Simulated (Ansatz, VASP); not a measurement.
# One calculation of Co, two programs

```
CELL_PARAMETERS angstrom
2.50540 0.00000 0.00000
-1.25270 2.16974 0.00000
0.00000 0.00000 4.08930
ATOMIC_POSITIONS crystal
Co 0.33333 0.66667 0.25000
Co 0.66667 0.33333 0.75000
```

Alike in both runs: task single point; functional PBE; k mesh 11 × 11 × 6; occupations fermi-dirac, width 0.05 eV; collinear spin.

```csv
,VASP,Ansatz
version,VASP 6.6.1,Ansatz 0.2.0
potentials or method,"VASP PAW PBE potentials, release 64 (Co), cutoff 520 eV","PAW, plane waves, scalar-relativistic"
valence electrons in the cell,18,34
```

```csv
,VASP,Ansatz,Ansatz less VASP
pressure (GPa),-6.1,-5.6,+0.56
"traceless stress, the component that is largest in VASP (GPa)",-1.64,-1.56,+0.079
net moment per atom (μB),1.57,1.57,+0.006
size of the moment on the site where the two differ most (μB),1.60,1.66,+0.060
```

Site moments also hang on the region over which each program counts them. The functional is the same, so the differences come from potentials, cutoffs and numerics. VASP's potentials hold 18 valence electrons a cell and Ansatz's 34, so a difference there can come from the potentials and not from the codes.
